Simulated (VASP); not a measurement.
A run of VASP 6.6.1 is set up as follows.

INCAR

```
SYSTEM = Ti
PREC = Accurate
ENCUT = 520
EDIFF = 1E-8
ISMEAR = -1
SIGMA = 0.08
LREAL = .False.
LASPH = .True.
NELM = 80
ALGO = Normal
ISIF = 2
LWAVE = .False.
LCHARG = .False.
GGA = PS
LEFG = .True.
NBANDS = 19
```

Contents of KPOINTS:

```
Automatic mesh
0
Gamma
  13 13 7
  0 0 0
```

POSCAR

```
Ti
1.0
    3.0078556446      0.0000000000      0.0000000000
   -1.5039278223      2.6048793991      0.0000000000
    0.0000000000      0.0000000000      4.7779056859
Ti
2
Direct
    0.3333333333      0.6666666667      0.2500000000
    0.6666666667      0.3333333333      0.7500000000
```

Potentials or basis: VASP PAW PBE potentials, release 64 (Ti_sv).

Launch:

```console
$ cat potpaw_PBE.64/Ti_sv/POTCAR > POTCAR
$ mpirun -np 1 vasp_std > vasp.out
```

**Question.** What does it give for the pressure?

**Answer.** -11.0 GPa.

**Question.** What does it give for the band gap on the k mesh?

**Answer.** Zero (bands 12 and 13 overlap by 1.03 eV).

Stress tensor (GPa, compression positive):
```
-10.83   0.00   0.00
  0.00 -10.83   0.00
  0.00   0.00 -11.39
```

Caveat: the cell stands under tension; without QUAD_EFG the Cq values of the log hold for a quadrupole moment of 1 mb, not for the nuclei; the PAW data sets were made with another functional, which shifts forces and pressure a little.
